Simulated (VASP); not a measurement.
# Sc5Mo (P4/mmm) in VASP: single point with PBE

Aim: the single point of Sc5Mo with PBE.

Everything below comes from runs of VASP 6.6.1. Logs are shortened: lines on timing, memory, paths and dates and some standing lists are left out, and cuts for length are marked.

### 1 The cell of the first run

The structure is tetragonal, space group P4/mmm (No. 123). The conventional cell has a = 6.727 Å, b = 6.727 Å, c = 4.862 Å, α = 90.00°, β = 90.00°, γ = 90.00°. Sc (site symmetry m2m) has 1 Mo at 2.50 Å and 2 Sc at 3.19 Å within 3.3 Å. Sc (site symmetry 4/mmm) has 2 Mo at 2.43 Å within 3.2 Å. Within 3.2 Å of Mo (site symmetry 4/mmm) lie 6 Sc at 2.43 to 2.50 Å.

The cell was generated, and may not be a known phase.

### 2 Single point, PBE, collinear spin

Contents of INCAR:

```
PREC = Accurate
ENCUT = 520
EDIFF = 1E-7
ISMEAR = 0
SIGMA = 0.1
LREAL = F
LASPH = T
NELM = 150
ALGO = Normal
ISIF = 2
LWAVE = F
LCHARG = T
ISPIN = 2
MAGMOM = 1 1 1 1 1 1
LORBIT = 11
LMAXMIX = 4
GGA = PE
LELF = T
LVHAR = T
NBANDS = 48
```

Contents of KPOINTS:

```
regular mesh
0
Gamma
  4 4 4
```

Contents of POSCAR:

```
Sc5Mo
1.0
    6.7267938711      0.0000000000      0.0000000000
    0.0000000000      6.7267938711      0.0000000000
    0.0000000000      0.0000000000      4.8615709526
Sc Mo
5 1
Direct
    0.7371001118      0.7371001118      0.0000000000
    0.2628998882      0.2628998882      0.0000000000
    0.2628998882      0.7371001118      0.0000000000
    0.7371001118      0.2628998882      0.0000000000
    0.0000000000      0.0000000000      0.5000000000
    0.0000000000      0.0000000000      0.0000000000
```

Potentials or basis: VASP PAW PBE potentials, release 64 (Sc_sv, Mo_sv).

The run is started by

```bash
$ cat potpaw_PBE.64/Sc_sv/POTCAR potpaw_PBE.64/Mo_sv/POTCAR > POTCAR
$ mpirun -np 1 vasp_std > vasp.out
```

OUTCAR:

```text
PREC = Accurate
   ENCUT = 520
   EDIFF = 1E-7
   ISMEAR = 0
   LREAL = F
   LASPH = T
   NELM = 150
   ISIF = 2
   ISPIN = 2
   LORBIT = 11
   GGA = PE

 ion  position               nearest neighbor table
   1  0.737  0.737  0.000-   6 2.50   4 3.19   3 3.19
   2  0.263  0.263  0.000-   6 2.50   4 3.19   3 3.19
   3  0.263  0.737  0.000-   6 2.50   2 3.19   1 3.19
   4  0.737  0.263  0.000-   6 2.50   2 3.19   1 3.19
   5  0.000  0.000  0.500-   6 2.43   6 2.43
   6  0.000  0.000  0.000-   5 2.43   5 2.43   3 2.50   4 2.50   1 2.50   2 2.50

  LATTYP: Found a simple tetragonal cell.
 ALAT       =     6.7267938711
 C/A-ratio  =     0.7227173964

  Lattice vectors:

 A1 = (   6.7267938711,   0.0000000000,   0.0000000000)
 A2 = (   0.0000000000,   6.7267938711,   0.0000000000)
 A3 = (   0.0000000000,   0.0000000000,   4.8615709526)

Analysis of symmetry for initial positions (statically):
=====================================================================
 Subroutine PRICEL returns:
 Original cell was already a primitive cell.

 Routine SETGRP: Setting up the symmetry group for a
 simple tetragonal supercell.

 Subroutine GETGRP returns: Found 16 space group operations
 (whereof 16 operations were pure point group operations)
 out of a pool of 16 trial point group operations.

The static configuration has the point symmetry D_4h.

Analysis of symmetry for dynamics (positions and initial velocities):
=====================================================================
 Subroutine PRICEL returns:
 Original cell was already a primitive cell.

 Routine SETGRP: Setting up the symmetry group for a
 simple tetragonal supercell.

 Subroutine GETGRP returns: Found 16 space group operations
 (whereof 16 operations were pure point group operations)
 out of a pool of 16 trial point group operations.

The dynamic configuration has the point symmetry D_4h.

Analysis of structural, dynamic, and magnetic symmetry:
=====================================================================
 Subroutine PRICEL returns:
 Original cell was already a primitive cell.

 Routine SETGRP: Setting up the symmetry group for a
 simple tetragonal supercell.

 Subroutine GETGRP returns: Found 16 space group operations
 (whereof 16 operations were pure point group operations)
 out of a pool of 16 trial point group operations.

The overall configuration has the point symmetry D_4h.

 Subroutine INISYM returns: Found 16 space group operations
 (whereof 16 operations are pure point group operations),
 and found     1 'primitive' translations

----------------------------------------------------------------------------------------

                                     Primitive cell

  volume of cell :     219.9849

  direct lattice vectors                    reciprocal lattice vectors
     6.726793871  0.000000000  0.000000000     0.148659230  0.000000000  0.000000000
     0.000000000  6.726793871  0.000000000     0.000000000  0.148659230  0.000000000
     0.000000000  0.000000000  4.861570953     0.000000000  0.000000000  0.205694828

  length of vectors
     6.726793871  6.726793871  4.861570953     0.148659230  0.148659230  0.205694828

  position of ions in fractional coordinates (direct lattice)
     0.737100112  0.737100112  0.000000000
     0.262899888  0.262899888  0.000000000
     0.262899888  0.737100112  0.000000000
     0.737100112  0.262899888  0.000000000
     0.000000000  0.000000000  0.500000000
     0.000000000  0.000000000  0.000000000

  ion indices of the primitive-cell ions
   primitive index   ion index
                 1           1
                 2           2
                 3           3
                 4           4
                 5           5
                 6           6

[... 24 lines left out ...]
 Found     18 irreducible k-points:

 Following reciprocal coordinates:
            Coordinates               Weight
  0.000000  0.000000  0.000000      1.000000
  0.250000  0.000000  0.000000      4.000000
  0.500000  0.000000  0.000000      2.000000
  0.250000  0.250000  0.000000      4.000000
  0.500000  0.250000  0.000000      4.000000
  0.500000  0.500000  0.000000      1.000000
[... 10 lines left out ...]
  0.500000  0.250000  0.500000      4.000000
  0.500000  0.500000  0.500000      1.000000
   k-points           NKPTS =     18   k-points in BZ     NKDIM =     18   number of bands    NBANDS=     48
   number of dos      NEDOS =    301   number of ions     NIONS =      6
   total plane-waves  NPLWV =  90000
   dimension x,y,z NGX =    50 NGY =   50 NGZ =   36
   dimension x,y,z NGXF=   100 NGYF=  100 NGZF=   72
   ions per type =               5   1
   NGX,Y,Z   is equivalent  to a cutoff of  12.36, 12.36, 12.31 a.u.
   NGXF,Y,Z  is equivalent  to a cutoff of  24.71, 24.71, 24.62 a.u.
 SYSTEM =  unknown system
   PREC   = accura    normal or accurate (medium, high low for compatibility)
   ISTART =      0    job   : 0-new  1-cont  2-samecut
   ICHARG =      2    charge: 1-file 2-atom 10-const
   ISPIN  =      2    spin polarized calculation?
   LNONCOLLINEAR =      F non collinear calculations
   LSORBIT =      F    spin-orbit coupling
   LASPH  =      T    aspherical Exc in radial PAW
   ENCUT  =  520.0 eV  38.22 Ry    6.18 a.u.  12.51 12.51  9.04*2*pi/ulx,y,z
   NELM   =    150;   NELMIN=  2; NELMDL= -5     # of ELM steps
   EDIFF  = 0.1E-06   stopping-criterion for ELM
   LREAL  =      F    real-space projection
   EDIFFG = 0.1E-05   stopping-criterion for IOM
   NSW    =      0    number of steps for IOM
   IBRION =     -1    ionic relax: 0-MD 1-quasi-New 2-CG
   NFREE  =      0    steps in history (QN), initial steepest desc. (CG)
   ISIF   =      2    stress and relaxation
   ISYM   =      2    0-nonsym 1-usesym 2-fastsym
   POTIM  = 0.5000    time-step for ionic-motion
   TEBEG  =    0.0;   TEEND  =   0.0 temperature during run
   PSTRESS=    0.0 pullay stress
   NELECT =      69.0000    total number of electrons
   NUPDOWN=      -1.0000    fix difference up-down
   EMIN   =  10.00;   EMAX   =-10.00  energy-range for DOS
   EFERMI =   0.00;   METHOD = LEGACY
   ISMEAR =     0;   SIGMA  =   0.10  broadening in eV -4-tet -1-fermi 0-gaus
   EFERMI_NEDOS =   21; number of points for ismear=-14 and -15
   IALGO  =     38    algorithm
   IMIX   =      4    mixing-type and parameters
     AMIX     =   0.40;   BMIX     =  1.00
     AMIX_MAG =   1.60;   BMIX_MAG =  1.00
  volume/ion in A,a.u.               =      36.66       247.42
  Fermi-wavevector in a.u.,A,eV,Ry     =   1.112313  2.101966 16.833667  1.237240
  Thomas-Fermi vector in A             =   2.248886
   LORBIT       =     11    0 simple, 1 ext, 2 COOP (PROOUT), +10 PAW based schemes
   GGA     = PE    functional components
   LHFCALC =     F    Hartree Fock is set to
   AEXX    =    0.0000 exact exchange contribution
   IVDW    =     0    specifies the selected vdW correction
   LEPSILON=     F    determine dielectric tensor
   LRPA    =     F    only Hartree local field effects (RPA)
 spin polarized calculation
 Gauss-broadening in eV      SIGMA  =   0.10
  energy-cutoff  :      520.00
  volume of cell :      219.98
 maximum number of plane-waves:      5948
   NGX = 25   NGY = 25   NGZ = 19

 number of electron      69.0000006 magnetization       0.0009132

 Free energy of the ion-electron system (eV)
  ---------------------------------------------------
  ext. energy  EPLUGINS =         0.00000000
  ---------------------------------------------------
  free energy    TOTEN  =       -35.58488088 eV

  energy without entropy =      -35.54777318  energy(sigma->0) =      -35.56632703

 E-fermi :   1.8339     XC(G=0):  -8.0745

 val. band max:        1.8094812468   @ k =   0.5000   0.0000   0.2500
 cond. band min:       1.8443603836   @ k =   0.2500   0.2500   0.0000
 fundamental gap:      0.0348791368
 Fermi energy:         1.8339396040

 spin component 1

 k-point     1 :       0.0000    0.0000    0.0000
  band No.  band energies     occupation
      1     -57.7808      1.00000
      2     -48.3080      1.00000
      3     -48.2975      1.00000
      4     -48.2975      1.00000
      5     -48.2793      1.00000
      6     -47.5367      1.00000
[... 871 lines left out ...]
     45       2.9536      0.00000
     46       3.3171      0.00000
 Fermi energy:         1.8339396040

 spin component 2

 k-point     1 :       0.0000    0.0000    0.0000
  band No.  band energies     occupation
      1     -57.7808      1.00000
      2     -48.3079      1.00000
      3     -48.2974      1.00000
      4     -48.2974      1.00000
      5     -48.2792      1.00000
      6     -47.5367      1.00000
[... 871 lines left out ...]
     45       2.9538      0.00000
     46       3.3198      0.00000
 [bands above 46 left out]

------------------------ aborting loop because EDIFF is reached ----------------------------------------

  FORCE on cell =-STRESS in cart. coord.  units (eV):
  Direction    XX          YY          ZZ          XY          YZ          ZX
  --------------------------------------------------------------------------------------
  -------------------------------------------------------------------------------------
  Total        0.1288194      0.1288194      0.1940174      0.0000000     -0.0000000      0.0000000
  in kB        0.9382076      0.9382076      1.4130530      0.0000000     -0.0000000      0.0000000
  external PRESSURE =       1.0964894 kB  Pullay stress =       0.0000000 kB

 VOLUME and BASIS-vectors are now :
 -----------------------------------------------------------------------------
  energy-cutoff  :      520.00
  volume of cell :      219.98
      direct lattice vectors                 reciprocal lattice vectors
     6.726793871  0.000000000  0.000000000     0.148659230  0.000000000  0.000000000
     0.000000000  6.726793871  0.000000000     0.000000000  0.148659230  0.000000000
     0.000000000  0.000000000  4.861570953     0.000000000  0.000000000  0.205694828

 POSITION                                       TOTAL-FORCE (eV/Angst)
 -----------------------------------------------------------------------------------
      4.95832      4.95832      0.00000        -0.016009     -0.016009     -0.000000
      1.76847      1.76847      0.00000         0.016009      0.016009      0.000000
      1.76847      4.95832      0.00000         0.016009     -0.016009     -0.000000
      4.95832      1.76847      0.00000        -0.016009      0.016009      0.000000
      0.00000      0.00000      2.43079         0.000000      0.000000      0.000000
      0.00000      0.00000      0.00000         0.000000      0.000000      0.000000
 -----------------------------------------------------------------------------------
    total drift:                                0.000000      0.000000      0.000000

  FREE ENERGIE OF THE ION-ELECTRON SYSTEM (eV)
  ---------------------------------------------------
  free  energy   TOTEN  =       -35.5848808846 eV

  energy  without entropy=      -35.5477731839  energy(sigma->0) =      -35.56632703

 total charge

# of ion       s       p       d       tot
------------------------------------------
    1        2.287   6.054   1.039   9.380
    2        2.287   6.054   1.039   9.380
    3        2.287   6.054   1.039   9.380
    4        2.287   6.054   1.039   9.380
    5        2.306   6.091   1.227   9.624
    6        2.440   6.060   4.617  13.117
--------------------------------------------------
tot         13.893  36.366  10.002  60.261

 magnetization (x)

# of ion       s       p       d       tot
------------------------------------------
    1        0.000   0.000   0.000   0.000
    2        0.000   0.000   0.000   0.000
    3        0.000   0.000   0.000   0.000
    4        0.000   0.000   0.000   0.000
    5        0.000  -0.000   0.000   0.000
    6       -0.000  -0.000  -0.000  -0.000
--------------------------------------------------
tot          0.000   0.000   0.000   0.000
```

Wall time 15 min (1 thread of Intel Xeon 8259CL, shared host); peak memory 0.51 GiB.

Results:

```yaml
Free_energy: -35.5849 eV
Pressure: 0.1 GPa
Largest_force: 0.023 eV/Å
Net_moment: 0.00 μB per cell
Valence_electrons_inside_the_program's_atomic_spheres: Sc 9.38, 9.62 (each value once); Mo 13.12
```

Forces on the atoms (eV/Å):
```
Sc  -0.016 -0.016  0.000
Sc   0.016  0.016  0.000
Sc   0.016 -0.016  0.000
Sc  -0.016  0.016  0.000
Sc   0.000  0.000  0.000
Mo   0.000  0.000  0.000
```

Levels at points of the mesh, in eV from the Fermi level:
Spin up:
| k point | band 31 | band 32 | band 33 | band 34 | band 35 | band 36 | band 37 | band 38 |
| --- | --- | --- | --- | --- | --- | --- | --- | --- |
| (0.00, 0.00, 0.00) | -1.06 | -1.06 | -0.75 | -0.23 | -0.15 | 0.06 | 0.17 | 0.48 |
| (0.50, 0.00, 0.00) | -1.45 | -0.46 | -0.36 | -0.16 | 0.07 | 0.17 | 0.18 | 0.32 |
| (0.50, 0.50, 0.00) | -1.81 | -1.77 | -0.66 | 0.37 | 0.38 | 0.52 | 0.52 | 0.63 |
| (0.00, 0.00, 0.50) | -0.79 | -0.79 | -0.67 | -0.43 | -0.41 | 0.27 | 0.53 | 0.75 |
| (0.50, 0.00, 0.50) | -1.29 | -0.48 | -0.21 | -0.19 | -0.11 | -0.07 | 0.23 | 0.35 |
| (0.50, 0.50, 0.50) | -1.12 | -1.12 | -0.22 | 0.04 | 0.22 | 0.26 | 0.26 | 0.39 |
Spin down:
```csv
k point,band 30,band 31,band 32,band 33,band 34,band 35,band 36,band 37,band 38,band 39
"(0.00, 0.00, 0.00)",-1.23,-1.06,-1.06,-0.75,-0.23,-0.15,0.06,0.17,0.48,0.58
"(0.50, 0.00, 0.00)",-2.00,-1.45,-0.46,-0.36,-0.16,0.07,0.17,0.18,0.32,0.51
"(0.50, 0.50, 0.00)",-1.85,-1.81,-1.77,-0.66,0.37,0.38,0.52,0.52,0.63,0.73
"(0.00, 0.00, 0.50)",-1.11,-0.79,-0.79,-0.67,-0.43,-0.41,0.27,0.53,0.75,0.86
"(0.50, 0.00, 0.50)",-1.41,-1.29,-0.48,-0.21,-0.19,-0.11,-0.07,0.23,0.35,0.75
"(0.50, 0.50, 0.50)",-1.18,-1.12,-1.12,-0.22,0.04,0.22,0.26,0.26,0.39,0.39
```
